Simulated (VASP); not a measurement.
# Si2Mo (P6_222) in VASP: notebook, part 2 of 2

VASP 6.6.1. Earlier steps stand in the parts before.

**5. Relaxation of cell and atoms, PBEsol+U**

This run uses another cell than the first one, of 13.31 Å³/atom, 1.023 times its volume.

Input file INCAR:

```
SYSTEM = Si2Mo
PREC     = Accurate       ! precision mode
ENCUT    = 600            ! plane-wave cutoff, eV
EDIFF    = 1E-6           ! SCF threshold, eV
ISMEAR   = -1             ! smearing method
SIGMA    = 0.05           ! smearing width, eV
LREAL    = .FALSE.        ! projectors in reciprocal space
LASPH    = .TRUE.         ! aspherical terms in the spheres
NELM     = 150            ! most SCF steps
ALGO     = Normal         ! electronic algorithm
ISIF     = 3              ! what is computed and relaxed
LWAVE    = .FALSE.        ! write WAVECAR
LCHARG   = .FALSE.        ! write CHGCAR
LMAXMIX  = 4              ! l up to which the mixer works
LDAU     = .TRUE.         ! DFT+U
LDAUTYPE = 2            
LDAUL    = 2 -1           ! shell
LDAUU    = 6 0            ! U, eV
LDAUJ    = 0 0          
LDAUPRINT= 1            
GGA      = PS             ! functional
IBRION   = 2              ! ionic algorithm
NSW      = 60             ! ionic steps
EDIFFG   = -0.01          ! ionic threshold
```

Input file KPOINTS:

```
Automatic mesh
0
G
  5 5 3
  0 0 0
```

Input file POSCAR:

```
Si2Mo
1.0
    4.5854715599      0.0000000000      0.0000000000
   -2.2927357800      3.9711348592      0.0000000000
    0.0000000000      0.0000000000      6.5797601000
Mo Si
3 6
Direct
    0.5000000000      0.5000000000      0.8333333333
    0.0000000000      0.5000000000      0.1666666667
    0.5000000000      0.0000000000      0.5000000000
    0.1638729800      0.3277459600      0.5000000000
    0.6722540400      0.8361270200      0.1666666667
    0.8361270200      0.1638729800      0.8333333333
    0.8361270200      0.6722540400      0.5000000000
    0.3277459600      0.1638729800      0.1666666667
    0.1638729800      0.8361270200      0.8333333333
```

Launch:

```bash
$ cat potpaw_PBE.64/Mo_sv/POTCAR potpaw_PBE.64/Si/POTCAR > POTCAR
$ mpirun -np 1 vasp_std > vasp.out
```

It took 4.6 min on 1 thread of Intel Xeon Platinum 8259CL at 2.50GHz (Skylake/Cascade Lake), shared host; peak memory 0.31 GiB.

It converged, with:

* Free energy: -53.3972 eV
* Relaxed volume: 13.48 Å³/atom
* Relaxed cell: a = 4.613 Å, b = 4.613 Å, c = 6.585 Å, α = 90.00°, β = 90.00°, γ = 120.00°
* Space group after relaxing (to 0.05 Å): P6_222 (No. 180)
* Energy gained by relaxing: 1.6 meV/atom
* Ionic steps: 7
* Pressure after relaxing: 0.0 GPa
* Band gap on the k mesh: 1.07 eV, indirect (least direct gap 1.40 eV)

Step by step:
| step | energy change (eV) | largest force (eV/Å) | pressure (GPa) | volume (Å³) |
| --- | --- | --- | --- | --- |
| 1 | 0.0000 | 0.0708 | 2.62 | 119.81 |
| 2 | 0.0126 | 0.0214 | -3.73 | 123.64 |
| 3 | -0.0135 | 0.0494 | -0.12 | 121.39 |
| 4 | -0.0147 | 0.0200 | -0.02 | 121.36 |
| 5 | -0.0147 | 0.0157 | -0.01 | 121.35 |
| 6 | -0.0147 | 0.0151 | 0.00 | 121.35 |
| 7 | -0.0147 | 0.0018 | 0.00 | 121.35 |

Final structure:
```xyz
9
Lattice="4.6129 0.0000 0.0000 -2.3065 3.9949 0.0000 0.0000 0.0000 6.5848" Properties=species:S:1:pos:R:3 pbc="T T T"
Mo    1.1532    1.9975    5.4874
Mo   -1.1532    1.9975    1.0975
Mo    2.3065    0.0000    3.2924
Si    0.0000    1.3045    3.2924
Si    1.1768    3.3427    1.0975
Si    3.4832    0.6522    5.4874
Si    2.3065    2.6905    3.2924
Si    1.1297    0.6522    1.0975
Si   -1.1768    3.3427    5.4874
```

Levels at points of the mesh, in eV from the valence-band top:
```csv
k point,band 30,band 31,band 32,band 33,band 34,band 35,band 36,band 37
"(0.00, 0.00, 0.00)",-2.17,-2.08,-1.59,-0.55,2.86,2.86,2.99,3.16
```

Eigenvalues of the final occupation matrices:
```csv
site,spin,trace,eigenvalues
site 1 d,1,2.09,0.30 0.36 0.43 0.45 0.54
site 1 d,2,2.09,0.30 0.36 0.43 0.45 0.54
site 2 d,1,2.09,0.30 0.36 0.43 0.45 0.54
site 2 d,2,2.09,0.30 0.36 0.43 0.45 0.54
site 3 d,1,2.09,0.30 0.36 0.43 0.45 0.54
site 3 d,2,2.09,0.30 0.36 0.43 0.45 0.54
```

Caveat: the PAW data sets were made with another functional, which shifts forces and pressure a little; the U is typed as a test and isn't derived for this compound. A k mesh can miss the band edges.

**6. Single point, r2SCAN**

This run uses another cell than the first one, of 13.30 Å³/atom, 1.022 times its volume.

Input file POSCAR:

```
Si2Mo
1.0
    4.5842292865      0.0000000000      0.0000000000
   -2.2921146433      3.9700590188      0.0000000000
    0.0000000000      0.0000000000      6.5762220841
Mo Si
3 6
Direct
    0.5000000000      0.5000000000      0.8333333333
    0.0000000000      0.5000000000      0.1666666667
    0.5000000000      0.0000000000      0.5000000000
    0.1638575278      0.3277150555      0.5000000000
    0.6722849445      0.8361424722      0.1666666667
    0.8361424722      0.1638575278      0.8333333333
    0.8361424722      0.6722849445      0.5000000000
    0.3277150555      0.1638575278      0.1666666667
    0.1638575278      0.8361424722      0.8333333333
```

Input file INCAR.step1:

```
PREC = Accurate
ENCUT = 520
ISMEAR = -1
SIGMA = 0.05
LREAL = F
LASPH = T
NELM = 100
NBANDS = 43
GGA = PE
ALGO = Normal
EDIFF = 1E-4
LWAVE = T
LCHARG = F
```

Input file INCAR.step2:

```
PREC = Accurate
ENCUT = 520
EDIFF = 1E-6
ISMEAR = -1
SIGMA = 0.05
LREAL = F
LASPH = T
NELM = 100
ALGO = Normal
ISIF = 2
LWAVE = F
LCHARG = F
METAGGA = R2SCAN
LMIXTAU = T
NBANDS = 43
ISTART = 1
```

Input file KPOINTS:

```
regular mesh
0
Gamma
  7 7 4
```

Potentials or basis: VASP PAW PBE potentials, release 64 (Mo_sv, Si).

Launch:

```bash
$ cat potpaw_PBE.64/Mo_sv/POTCAR potpaw_PBE.64/Si/POTCAR > POTCAR
$ cp INCAR.step1 INCAR
$ mpirun -np 1 vasp_std > vasp.out
$ cp INCAR.step2 INCAR
$ mpirun -np 1 vasp_std > vasp.out
```

Wall time 3.2 min (1 thread of Intel Xeon 6975P-C (Granite Rapids), shared host); peak memory 0.3 GiB.

Results (log left out):

- Free energy: -134.7729 eV
- Pressure: 0.4 GPa
- Largest force: 0.008 eV/Å
- Band gap on the k mesh: 0.37 eV, indirect (least direct gap 0.78 eV)

Forces on the atoms (eV/Å):
```
Mo   0.000  0.000  0.000
Mo   0.000  0.000  0.000
Mo   0.000  0.000  0.000
Si   0.000 -0.008  0.000
Si   0.007  0.004  0.000
Si   0.007 -0.004  0.000
Si   0.000  0.008  0.000
Si  -0.007 -0.004  0.000
Si  -0.007  0.004  0.000
```

Levels at points of the mesh, in eV from the valence-band top:
| k point | band 30 | band 31 | band 32 | band 33 | band 34 | band 35 | band 36 | band 37 |
| --- | --- | --- | --- | --- | --- | --- | --- | --- |
| (0.00, 0.00, 0.00) | -3.07 | -2.82 | -2.15 | -0.75 | 2.34 | 2.66 | 2.66 | 2.83 |
| (0.00, 0.00, 0.50) | -2.37 | -2.17 | -0.65 | -0.65 | 2.15 | 2.62 | 2.69 | 2.69 |

Caveat: the PAW data sets were made with another functional, which shifts forces and pressure a little. A k mesh can miss the band edges.

**7. Overview**

| task | level | potentials or basis | U | cell | k mesh | cutoff (eV) | gap on the mesh (eV) | pressure (GPa) | largest force (eV/Å) |
| --- | --- | --- | --- | --- | --- | --- | --- | --- | --- |
| single point | LDA | VASP PAW LDA potentials, release 64 (Mo_sv, Si) | - | a = 4.551, b = 4.551, c = 6.531 Å, angles 90.0, 90.0, 120.0°, 9 atoms | 7 × 7 × 4 | 520 | 0.24 | 0.7 | 0.01 |
| single point | PBE | VASP PAW PBE potentials, release 64 (Mo_sv, Si) | - | a = 4.613, b = 4.613, c = 6.609 Å, angles 90.0, 90.0, 120.0°, 9 atoms | 7 × 7 × 4 | 520 | 0.27 | 0.2 | - |
| single point | PBEsol+U | VASP PAW PBE potentials, release 64 (Mo_sv, Si) | Mo d U = 6.0 eV | a = 4.567, b = 4.567, c = 6.546 Å, angles 90.0, 90.0, 120.0°, 9 atoms | 5 × 5 × 3 | 520 | 1.13 | 5.6 | 0.07 |
| relaxation of cell and atoms | PBEsol+U | VASP PAW PBE potentials, release 64 (Mo_sv, Si) | Mo d U = 6.0 eV | relaxed from a = 4.585, b = 4.585, c = 6.580 Å, angles 90.0, 90.0, 120.0°, 9 atoms | 5 × 5 × 3 | 600 | 1.07 | 0.0 | - |
| single point | r2SCAN | VASP PAW PBE potentials, release 64 (Mo_sv, Si) | - | a = 4.584, b = 4.584, c = 6.576 Å, angles 90.0, 90.0, 120.0°, 9 atoms | 7 × 7 × 4 | 520 | 0.37 | 0.4 | 0.01 |

Alike in all rows: no spin polarisation; smearing fermi-dirac 0.05 eV.

Caveats: the PAW data sets were made with another functional, which shifts forces and pressure a little (some runs); the U is typed as a test and isn't derived for this compound (some runs).

Absolute energies hang on the potentials; compare differences alone.
